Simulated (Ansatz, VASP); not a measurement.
# GdO in VASP and in Ansatz

INCAR

```
SYSTEM = GdO
PREC = Accurate ; ENCUT = 520
EDIFF = 1E-7 ; ISMEAR = 0
SIGMA = 0.05 ; LREAL = .False.
LASPH = .True. ; NELM = 150
ALGO = Normal ; ISIF = 2
LWAVE = .False. ; LCHARG = .False.
ISPIN = 2 ; MAGMOM = 7.7 0.02
LORBIT = 11 ; LMAXMIX = 6
LDAU = .True. ; LDAUTYPE = 2
LDAUL = 3 -1 ; LDAUU = 6 0
LDAUJ = 0 0 ; LDAUPRINT = 1
GGA = PE ; NBANDS = 23
```

File KPOINTS:

```
Automatic mesh
0
Gamma
  8 8 8
  0 0 0
```

Contents of POSCAR:

```
GdO
1.0
    0.0000000000      2.6446333951      2.6446333951
    2.6446333951      0.0000000000      2.6446333951
    2.6446333951      2.6446333951      0.0000000000
Gd O
1 1
Direct
    0.0000000000      0.0000000000      0.0000000000
    0.2500000000      0.2500000000      0.2500000000
```

Input for Ansatz:

```yaml
crystal:
  lattice:
    - [0.0, 2.6446333951, 2.6446333951]
    - [2.6446333951, 0.0, 2.6446333951]
    - [2.6446333951, 2.6446333951, 0.0]
  atoms:
    - { symbol: Gd, position: [0.0, 0.0, 0.0], spin: 7.72 }
    - { symbol: O, position: [0.25, 0.25, 0.25] }
basis:
  ecutwfc: 420
  ecutrho_ratio: 4
kpoints:
  mp_grid: { grid: [8, 8, 8] }
hamiltonian:
  xc: pbe
  hubbard:
    sites:
      - { species: Gd, l: f, u_eff: 6.0, starting_ns: start.occupation_matrices }
    ns_hold: { iters: 6 }
scf:
  occupations: { method: gaussian, width: 0.05 }
  lower_state_search: "off"
output:
  forces: true
  stress: true
  eigenvalues: true
  populations: true
  hubbard: { sites: [{ species: Gd, l: f }] }
magnetization:
  spin_polarized: true
```

Alike in both runs: task single point; functional PBE; k mesh 8 × 8 × 8; occupations gaussian, width 0.05 eV; collinear spin; Hubbard terms Gd f U = 6.0 eV.

```csv
,VASP,Ansatz
version,VASP 6.6.1,Ansatz 0.2.0
potentials or method,"VASP PAW PBE potentials, release 64 (Gd, O), cutoff 520 eV","scalar-relativistic, plane waves, PAW"
valence electrons in the cell,24,24
```

```tsv
	VASP	Ansatz	Ansatz less VASP
gap on the k mesh at the Fermi level (eV)	none	none	-
pressure (GPa)	6.9	6.9	-0.08
net moment per atom (μB)	3.97	3.97	0.000
size of the moment on the site where the two differ most (μB)	7.08	7.00	-0.081
```

Site moments also hang on the region over which each program counts them. The programs project onto different local orbitals, so the same U acts differently, and such runs can settle in different states. A gap of «none» marks a metal or a gap that the smearing closes. Ansatz's warnings: filled band counts differ across k points.

Neither program's run includes spin-orbit coupling.
